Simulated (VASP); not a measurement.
# AlFe: single point with LDA

Crystal: AlFe.

```
Fe Al
1.0
     2.89047    0.00000    0.00000
     0.00000    2.89047    0.00000
     0.00000    0.00000    2.89047
Fe Al
1 1
Cartesian
  1.4452 1.4452 1.4452
  0.0000 0.0000 0.0000
```

```json
{"Program": "VASP 6.6.1", "Task": "single point", "Functional": "LDA", "Potentials or basis": "VASP PAW LDA potentials, release 64 (Fe, Al)", "Cutoff": "520 eV", "k mesh": "9 × 9 × 9", "Occupations": "fermi-dirac, width 0.05 eV", "Spin": "collinear spin, ferromagnetic start", "Starting moments": "[3.0, 0.0] μB"}
```

The pressure is -13.7 GPa. The net moment is 0.55 μB per cell. The site moments are Fe +0.58; Al -0.02 μB and the valence electrons inside the program's atomic spheres are Fe 7.41; Al 0.84.

Levels at points of the mesh, in eV from the Fermi level:
Spin up:
```tsv
k point	band 2	band 3	band 4	band 5	band 6	band 7	band 8	band 9	band 10	band 11
(0.00, 0.00, 0.00)	-2.38	-2.38	-0.18	-0.18	-0.18	6.29	6.29	6.29	9.36	9.36
```
Spin down:
| k point | band 2 | band 3 | band 4 | band 5 | band 6 | band 7 | band 8 | band 9 |
| --- | --- | --- | --- | --- | --- | --- | --- | --- |
| (0.00, 0.00, 0.00) | -2.09 | -2.09 | 0.40 | 0.40 | 0.40 | 6.32 | 6.32 | 6.32 |

Run time: 34 s on 1 thread of Intel Xeon 8259CL (shared host), peak memory 0.14 GiB.

Caveat: the cell stands under tension.
